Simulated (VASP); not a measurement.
# SeO in VASP: further runs, part 3 of 3

VASP 6.6.1.

## Step 5: Single point, PBE

This run uses another cell than the first one, of 12.52 Å³/atom.

INCAR

```
PREC = Accurate ; ENCUT = 520
EDIFF = 1E-6 ; ISMEAR = 0
SIGMA = 0.1 ; LREAL = False
LASPH = True ; NELM = 60
ALGO = Normal ; ISIF = 2
LWAVE = False ; LCHARG = False
GGA = PE ; NBANDS = 13
```

KPOINTS

```
Automatic mesh
0
Gamma
  18 18 18
```

POSCAR

```
SeO
1.0
    2.9256569225      0.0000000000      0.0000000000
    0.0000000000      2.9256569225      0.0000000000
    0.0000000000      0.0000000000      2.9256569225
Se O
1 1
Direct
    0.5000000000      0.5000000000      0.5000000000
    0.0000000000      0.0000000000      0.0000000000
```

Potentials or basis: VASP PAW PBE potentials, release 64 (Se, O).

Command:

```
cat potpaw_PBE.64/Se/POTCAR potpaw_PBE.64/O/POTCAR > POTCAR
mpirun -np 1 vasp_std > vasp.out
```

OUTCAR:

```text
PREC = Accurate
   ENCUT = 520
   EDIFF = 1E-6
   ISMEAR = 0
   LREAL = False
   LASPH = True
   NELM = 60
   ISIF = 2
   GGA = PE

 ion  position               nearest neighbor table
   1  0.500  0.500  0.500-
   2  0.000  0.000  0.000-

  LATTYP: Found a simple cubic cell.
 ALAT       =     2.9256569225

  Lattice vectors:

 A1 = (   2.9256569225,   0.0000000000,   0.0000000000)
 A2 = (   0.0000000000,   2.9256569225,   0.0000000000)
 A3 = (   0.0000000000,   0.0000000000,   2.9256569225)

Analysis of symmetry for initial positions (statically):
=====================================================================
 Subroutine PRICEL returns:
 Original cell was already a primitive cell.

 Routine SETGRP: Setting up the symmetry group for a
 simple cubic supercell.

 Subroutine GETGRP returns: Found 48 space group operations
 (whereof 48 operations were pure point group operations)
 out of a pool of 48 trial point group operations.

The static configuration has the point symmetry O_h .

Analysis of symmetry for dynamics (positions and initial velocities):
=====================================================================
 Subroutine PRICEL returns:
 Original cell was already a primitive cell.

 Routine SETGRP: Setting up the symmetry group for a
 simple cubic supercell.

 Subroutine GETGRP returns: Found 48 space group operations
 (whereof 48 operations were pure point group operations)
 out of a pool of 48 trial point group operations.

The dynamic configuration has the point symmetry O_h .

 Subroutine INISYM returns: Found 48 space group operations
 (whereof 48 operations are pure point group operations),
 and found     1 'primitive' translations

----------------------------------------------------------------------------------------

                                     Primitive cell

  volume of cell :      25.0421

  direct lattice vectors                    reciprocal lattice vectors
     2.925656922  0.000000000  0.000000000     0.341803577  0.000000000  0.000000000
     0.000000000  2.925656922  0.000000000     0.000000000  0.341803577  0.000000000
     0.000000000  0.000000000  2.925656922     0.000000000  0.000000000  0.341803577

  length of vectors
     2.925656922  2.925656922  2.925656922     0.341803577  0.341803577  0.341803577

  position of ions in fractional coordinates (direct lattice)
     0.500000000  0.500000000  0.500000000
     0.000000000  0.000000000  0.000000000

  ion indices of the primitive-cell ions
   primitive index   ion index
                 1           1
                 2           2

----------------------------------------------------------------------------------------

 KPOINTS: Automatic mesh

Automatic generation of k-mesh.
 Grid dimensions read from file:
 generate k-points for:   18   18   18

 Generating k-lattice:

  Cartesian coordinates                     Fractional coordinates (reciprocal lattice)
     0.018989088  0.000000000  0.000000000     0.055555556  0.000000000  0.000000000
     0.000000000  0.018989088  0.000000000     0.000000000  0.055555556  0.000000000
     0.000000000  0.000000000  0.018989088     0.000000000  0.000000000  0.055555556

  Length of vectors
     0.018989088  0.018989088  0.018989088

  Shift w.r.t. Gamma in fractional coordinates (k-lattice)
     0.000000000  0.000000000  0.000000000

 Subroutine IBZKPT returns following result:
 ===========================================

 Found    220 irreducible k-points:

 Following reciprocal coordinates:
            Coordinates               Weight
  0.000000  0.000000  0.000000      1.000000
  0.055556  0.000000  0.000000      6.000000
  0.111111  0.000000  0.000000      6.000000
  0.166667  0.000000  0.000000      6.000000
  0.222222  0.000000  0.000000      6.000000
  0.277778  0.000000  0.000000      6.000000
[... 16 lines left out ...]
  0.277778  0.111111  0.000000     24.000000
  0.333333  0.111111  0.000000     24.000000
 [... further k-points ...]
   k-points           NKPTS =    220   k-points in BZ     NKDIM =    220   number of bands    NBANDS=     13
   number of dos      NEDOS =    301   number of ions     NIONS =      2
   total plane-waves  NPLWV =  13824
   dimension x,y,z NGX =    24 NGY =   24 NGZ =   24
   dimension x,y,z NGXF=    48 NGYF=   48 NGZF=   48
   ions per type =               1   1
   NGX,Y,Z   is equivalent  to a cutoff of  13.64, 13.64, 13.64 a.u.
   NGXF,Y,Z  is equivalent  to a cutoff of  27.28, 27.28, 27.28 a.u.
 SYSTEM =  unknown system
   PREC   = accura    normal or accurate (medium, high low for compatibility)
   ISTART =      0    job   : 0-new  1-cont  2-samecut
   ICHARG =      2    charge: 1-file 2-atom 10-const
   ISPIN  =      1    spin polarized calculation?
   LNONCOLLINEAR =      F non collinear calculations
   LSORBIT =      F    spin-orbit coupling
   LASPH  =      T    aspherical Exc in radial PAW
   ENCUT  =  520.0 eV  38.22 Ry    6.18 a.u.   5.44  5.44  5.44*2*pi/ulx,y,z
   NELM   =     60;   NELMIN=  2; NELMDL= -5     # of ELM steps
   EDIFF  = 0.1E-05   stopping-criterion for ELM
   LREAL  =      F    real-space projection
   EDIFFG = 0.1E-04   stopping-criterion for IOM
   NSW    =      0    number of steps for IOM
   IBRION =     -1    ionic relax: 0-MD 1-quasi-New 2-CG
   NFREE  =      0    steps in history (QN), initial steepest desc. (CG)
   ISIF   =      2    stress and relaxation
   ISYM   =      2    0-nonsym 1-usesym 2-fastsym
   POTIM  = 0.5000    time-step for ionic-motion
   TEBEG  =    0.0;   TEEND  =   0.0 temperature during run
   PSTRESS=    0.0 pullay stress
   NELECT =      12.0000    total number of electrons
   NUPDOWN=      -1.0000    fix difference up-down
   EMIN   =  10.00;   EMAX   =-10.00  energy-range for DOS
   EFERMI =   0.00;   METHOD = LEGACY
   ISMEAR =     0;   SIGMA  =   0.10  broadening in eV -4-tet -1-fermi 0-gaus
   EFERMI_NEDOS =   21; number of points for ismear=-14 and -15
   IALGO  =     38    algorithm
   IMIX   =      4    mixing-type and parameters
     AMIX     =   0.40;   BMIX     =  1.00
     AMIX_MAG =   1.60;   BMIX_MAG =  1.00
  volume/ion in A,a.u.               =      12.52        84.50
  Fermi-wavevector in a.u.,A,eV,Ry     =   1.281087  2.420903 22.329651  1.641183
  Thomas-Fermi vector in A             =   2.413477
   LORBIT       =      0    0 simple, 1 ext, 2 COOP (PROOUT), +10 PAW based schemes
   GGA     = PE    functional components
   LHFCALC =     F    Hartree Fock is set to
   AEXX    =    0.0000 exact exchange contribution
   IVDW    =     0    specifies the selected vdW correction
   LEPSILON=     F    determine dielectric tensor
   LRPA    =     F    only Hartree local field effects (RPA)
 non-spin polarized calculation
 Gauss-broadening in eV      SIGMA  =   0.10
  energy-cutoff  :      520.00
  volume of cell :       25.04
 maximum number of plane-waves:       699
 NGX is ok and might be reduce to    24
   NGX = 11   NGY = 11   NGZ = 11

 number of electron      11.9999995 magnetization

 Free energy of the ion-electron system (eV)
  ---------------------------------------------------
  ext. energy  EPLUGINS =         0.00000000
  ---------------------------------------------------
  free energy    TOTEN  =        -6.87200380 eV

  energy without entropy =       -6.86486192  energy(sigma->0) =       -6.86843286

 E-fermi :   6.1612     XC(G=0): -11.5880

 val. band max:        6.1550746395   @ k =   0.3889   0.3889   0.3333
 cond. band min:       6.1639410807   @ k =   0.4444   0.2778   0.0556
 fundamental gap:      0.0088664413
 Fermi energy:         6.1611526231

 k-point     1 :       0.0000    0.0000    0.0000
  band No.  band energies     occupation
      1     -13.6508      2.00000
      2      -6.4783      2.00000
      3       2.6016      2.00000
      4       2.6016      2.00000
      5       2.6016      2.00000
      6       9.3066      0.00000
      7       9.3066      0.00000
      8       9.3066      0.00000
      9      12.9411      0.00000
     10      12.9411      0.00000
     11      21.2908      0.00000
     12      25.7454      0.00000
     13      25.7454      0.00000
[... 353 lines left out ...]
 k-point    24 :       0.3333    0.1111    0.0000
  band No.  band energies     occupation
      1     -12.4500      2.00000
      2      -7.7470      2.00000
      3       1.2646      2.00000
      4       3.6066      2.00000
      5       4.0457      2.00000
      6       4.8761      2.00000
      7       7.9355      0.00000
      8       8.2315      0.00000
      9      15.3195      0.00000
     10      19.2792      0.00000
     11      20.3931      0.00000
     12      22.3580      0.00000
     13      23.6541      0.00000

 [... further k-points ...]
[... 5 lines left out ...]
  --------------------------------------------------------------------------------------
  -------------------------------------------------------------------------------------
  Total       -0.0140548     -0.0140548     -0.0140548      0.0000000     -0.0000000      0.0000000
  in kB       -0.8992185     -0.8992185     -0.8992185      0.0000000     -0.0000000      0.0000000
  external PRESSURE =      -0.8992185 kB  Pullay stress =       0.0000000 kB

 VOLUME and BASIS-vectors are now :
 -----------------------------------------------------------------------------
  energy-cutoff  :      520.00
  volume of cell :       25.04
      direct lattice vectors                 reciprocal lattice vectors
     2.925656922  0.000000000  0.000000000     0.341803577  0.000000000  0.000000000
     0.000000000  2.925656922  0.000000000     0.000000000  0.341803577  0.000000000
     0.000000000  0.000000000  2.925656922     0.000000000  0.000000000  0.341803577

 POSITION                                       TOTAL-FORCE (eV/Angst)
 -----------------------------------------------------------------------------------
      1.46283      1.46283      1.46283         0.000000      0.000000      0.000000
      0.00000      0.00000      0.00000         0.000000      0.000000      0.000000
 -----------------------------------------------------------------------------------
    total drift:                                0.000000      0.000000     -0.000000

  FREE ENERGIE OF THE ION-ELECTRON SYSTEM (eV)
  ---------------------------------------------------
  free  energy   TOTEN  =        -6.8720037974 eV

  energy  without entropy=       -6.8648619203  energy(sigma->0) =       -6.86843286
```

It took 18 s on 1 thread of Intel Xeon 6975P-C (Granite Rapids), shared host; peak memory 0.19 GiB.

Results:

* Free energy: -6.8720 eV
* Pressure: -0.1 GPa
* Band gap on the k mesh: zero (bands 6 and 7 overlap by 6.96 eV)

Levels at points of the mesh, in eV from the Fermi level:
| k point | band 4 | band 5 | band 6 | band 7 | band 8 | band 9 |
| --- | --- | --- | --- | --- | --- | --- |
| (0.00, 0.00, 0.00) | -3.56 | -3.56 | 3.15 | 3.15 | 3.15 | 6.78 |
| (0.50, 0.00, 0.00) | -2.18 | -2.18 | -1.92 | 1.50 | 1.50 | 9.18 |
| (0.50, 0.50, 0.00) | -7.50 | -1.82 | 1.29 | 1.29 | 2.67 | 8.49 |
| (0.50, 0.50, 0.50) | -4.19 | -4.19 | -3.81 | -3.81 | -3.81 | 12.37 |

## Step 6: Relaxation of cell and atoms, PBE

INCAR

```
  ALGO = Normal
  EDIFF = 1E-7
  EDIFFG = -0.01
  ENCUT = 600
  GGA = PE
  IBRION = 2
  ISIF = 3
  ISMEAR = 0
  LASPH = T
  LCHARG = F
  LREAL = F
  LWAVE = F
  NELM = 80
  NSW = 100
  PREC = Accurate
  SIGMA = 0.1
```

KPOINTS

```
k-points
0
Gamma
  18 18 18
```

POSCAR

```
SeO
1.0
    2.9204549322      0.0000000000      0.0000000000
    0.0000000000      2.9204549322      0.0000000000
    0.0000000000      0.0000000000      2.9204549322
Se O
1 1
Direct
    0.5000000000      0.5000000000      0.5000000000
    0.0000000000      0.0000000000      0.0000000000
```

Potentials or basis: VASP PAW PBE potentials, release 64 (Se, O).

Command:

```
cat potpaw_PBE.64/Se/POTCAR potpaw_PBE.64/O/POTCAR > POTCAR
mpirun -np 1 vasp_std > vasp.out
```

Wall time 33 s (1 thread of Intel Xeon 6975P-C (Granite Rapids), shared host); peak memory 0.2 GiB.

The run converged. Its results:

```yaml
Free_energy: -6.8729 eV
Relaxed_volume: 12.50 Å³/atom
Relaxed_cell: a = 2.924 Å, b = 2.924 Å, c = 2.924 Å, α = 90.00°, β = 90.00°, γ = 90.00°
Space_group_after_relaxing_to_0.1_Å: Pm-3m (No. 221)
Energy_gained_by_relaxing: 0.1 meV/atom
Ionic_steps: 3
Pressure_after_relaxing: 0.0 GPa
Band_gap_on_the_k_mesh: zero (bands 6 and 7 overlap by 6.97 eV)
```

The path:
| step | energy change (eV) | largest force (eV/Å) | pressure (GPa) | volume (Å³) |
| --- | --- | --- | --- | --- |
| 1 | 0.0000 | 0.0000 | 0.52 | 24.91 |
| 2 | -0.0001 | 0.0000 | -0.23 | 25.05 |
| 3 | -0.0002 | 0.0000 | 0.00 | 25.01 |

Final structure:
```
Se O
1.0
     2.92438    0.00000    0.00000
     0.00000    2.92438    0.00000
     0.00000    0.00000    2.92438
Se O
1 1
Direct
  0.50000 0.50000 0.50000
  0.00000 0.00000 0.00000
```

Levels at points of the mesh, in eV from the Fermi level:
```csv
k point,band 2,band 3,band 4,band 5,band 6,band 7,band 8,band 9,band 10
"(0.00, 0.00, 0.00)",-12.64,-3.57,-3.57,-3.57,3.15,3.15,3.15,6.78,6.78
"(0.50, 0.00, 0.00)",-14.72,-3.94,-2.19,-2.19,-1.92,1.51,1.51,9.18,13.75
"(0.50, 0.50, 0.00)",-12.64,-7.51,-7.51,-1.82,1.30,1.30,2.68,8.49,11.74
"(0.50, 0.50, 0.50)",-10.94,-4.20,-4.20,-4.20,-3.82,-3.82,-3.82,12.38,12.38
```

## Step 7: Overview

```tsv
task	spin	cell	k mesh	cutoff (eV)	gap on the mesh (eV)	pressure (GPa)	relaxed volume (Å³/atom)
single point	off	a = 2.921, b = 2.921, c = 2.919 Å, 2 atoms	6 × 6 × 6	520	none	-0.1	-
single point	collinear, ferromagnetic start	a = 2.876, b = 2.876, c = 3.006 Å, 2 atoms	6 × 6 × 4	520	none	-0.2	-
relaxation of cell and atoms	off	relaxed from a = 2.876, b = 2.876, c = 3.006 Å, 2 atoms	6 × 6 × 6	600	none	-0.2	12.46
single point	off	a = 2.926 Å, 2 atoms	18 × 18 × 18	520	none	-0.1	-
relaxation of cell and atoms	off	relaxed from a = 2.920 Å, 2 atoms	18 × 18 × 18	600	none	0.0	12.50
```

Alike in all rows: level PBE; potentials or basis VASP PAW PBE potentials, release 64 (Se, O); smearing gaussian 0.1 eV.

Caveats: some runs use coarse meshes.

Absolute energies hang on the potentials; compare differences alone.

The gap in the log of VASP goes by the Fermi energy; the results here count the filled bands.